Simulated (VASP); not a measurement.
Input of a VASP 6.6.1 run:

Contents of INCAR:

```
SYSTEM = Sn
  PREC = Accurate
  ENCUT = 520
  EDIFF = 1E-6
  ISMEAR = 0
  SIGMA = 0.023
  LREAL = .FALSE.
  LASPH = .TRUE.
  NELM = 60
  ALGO = Normal
  ISIF = 2
  LWAVE = .FALSE.
  LCHARG = .TRUE.
  GGA = PE
  LELF = .TRUE.
  LVHAR = .TRUE.
  NBANDS = 21
```

Contents of KPOINTS:

```
regular mesh
0
G
  9 9 9
  0 0 0
```

Contents of POSCAR:

```
Sn
1.0
   -2.9401404553      2.9401404553      1.5993019889
    2.9401404553     -2.9401404553      1.5993019889
    2.9401404553      2.9401404553     -1.5993019889
Sn
2
Direct
    0.0000000000      0.0000000000      0.0000000000
    0.7500000000      0.2500000000      0.5000000000
```

Potentials or basis: VASP PAW PBE potentials, release 64 (Sn_d).

Command:

```bash
$ cat potpaw_PBE.64/Sn_d/POTCAR > POTCAR
$ mpirun -np 1 vasp_std > vasp.out
```

(1) Predict the pressure.

(2) Predict the band gap on the k mesh.

Results:

(1) 1.4 GPa.

(2) zero (band 14 reaches 8.97 eV, above the bottom of band 15 at 5.01 eV).

Caveat: spin-orbit coupling is left out, which moves the levels of the heavy elements.
